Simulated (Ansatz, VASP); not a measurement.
# PbSe in VASP and in Ansatz

Contents of INCAR:

```
SYSTEM = PbSe
ALGO     = Normal         ! electronic algorithm
EDIFF    = 1E-6           ! SCF threshold, eV
ENCUT    = 520            ! plane-wave cutoff, eV
GGA      = RE             ! functional
ISIF     = 2              ! what is computed and relaxed
ISMEAR   = -1             ! smearing method
IVDW     = 13             ! dispersion correction
LASPH    = .TRUE.         ! aspherical terms in the spheres
LCHARG   = .FALSE.        ! write CHGCAR
LREAL    = .FALSE.        ! projectors in reciprocal space
LWAVE    = .FALSE.        ! write WAVECAR
NBANDS   = 17             ! bands
NELM     = 80             ! most SCF steps
PREC     = Accurate       ! precision mode
SIGMA    = 0.05           ! smearing width, eV
```

File KPOINTS:

```
k-points
0
G
  8 8 8
  0 0 0
```

The input POSCAR:

```
PbSe
1.0
    0.0000000000      3.0192847941      3.0192847941
    3.0192847941      0.0000000000      3.0192847941
    3.0192847941      3.0192847941      0.0000000000
Pb Se
1 1
Direct
    0.0000000000      0.0000000000      0.0000000000
    0.5000000000      0.5000000000      0.5000000000
```

Contents of input.yaml:

```yaml
crystal:
  lattice:
    - [0.0, 3.0192847941, 3.0192847941]
    - [3.0192847941, 0.0, 3.0192847941]
    - [3.0192847941, 3.0192847941, 0.0]
  atoms:
    - { symbol: Pb, position: [0.0, 0.0, 0.0] }
    - { symbol: Se, position: [0.5, 0.5, 0.5] }
hamiltonian:
  xc: revpbe
  pseudopotentials: { kind: paw }
  dispersion: d4
kpoints:
  mp_grid: { grid: [8, 8, 8] }
scf:
  occupations: { method: fermi_dirac, width: 0.05 }
output:
  forces: true
  stress: true
  eigenvalues: true
```

Alike in both runs: task single point; functional revPBE; dispersion D4; k mesh 8 × 8 × 8; occupations fermi-dirac, width 0.05 eV; no spin polarisation.

```csv
,VASP,Ansatz
version,VASP 6.6.1,Ansatz 0.2.0
potentials or method,"VASP PAW PBE potentials, release 64 (Pb_d, Se)",Ansatz PAW
plane-wave cutoff (eV),520,420
valence electrons in the cell,20,30
```

|  | VASP | Ansatz | Ansatz less VASP |
| --- | --- | --- | --- |
| gap on the k mesh at the Fermi level (eV) | 0.20 | 0.20 | -0.006 |
| least direct gap on the mesh (eV) | 0.20 | 0.20 | -0.006 |
| pressure (GPa) | 2.6 | 2.6 | +0.02 |

VASP's potentials were made for PBE, not for revPBE. VASP's potentials hold 20 valence electrons a cell and Ansatz's 30, so a difference there can come from the potentials and not from the codes.

Neither program's run includes spin-orbit coupling.
